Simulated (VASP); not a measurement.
A run of VASP 6.6.1 is set up as follows.

INCAR

```
SYSTEM = ZnSe
PREC = Accurate ; ENCUT = 520
EDIFF = 1E-7 ; ISMEAR = 0
SIGMA = 0.05 ; LREAL = .False.
LASPH = .True. ; NELM = 80
ALGO = Normal ; ISIF = 2
LWAVE = .False. ; LCHARG = .False.
GGA = PE ; NBANDS = 16
```

KPOINTS

```
Automatic mesh
0
Gamma
  10 10 10
  0 0 0
```

Contents of POSCAR:

```
ZnSe
1.0
    0.0000000000      3.1021626477      2.8625658833
    2.8625658833      0.0000000000      2.8625658833
    2.8625658833      3.1021626477      0.0000000000
Zn Se
1 1
Direct
    0.0000000000      0.0000000000      0.0000000000
    0.7500000000      0.7500000000      0.7500000000
```

Potentials or basis: VASP PAW PBE potentials, release 64 (Zn, Se).

Command:

```sh
$ cat potpaw_PBE.64/Zn/POTCAR potpaw_PBE.64/Se/POTCAR > POTCAR
$ mpirun -np 1 vasp_std > vasp.out
```

**Question.** Predict the band gap on the k mesh.

**Answer.** 0.73 eV, direct.

**Question.** What does it give for the pressure?

**Answer.** -3.6 GPa.

Stress tensor (GPa, compression positive):
```
-2.51  0.00  0.00
 0.00 -5.69  0.00
 0.00  0.00 -2.51
```
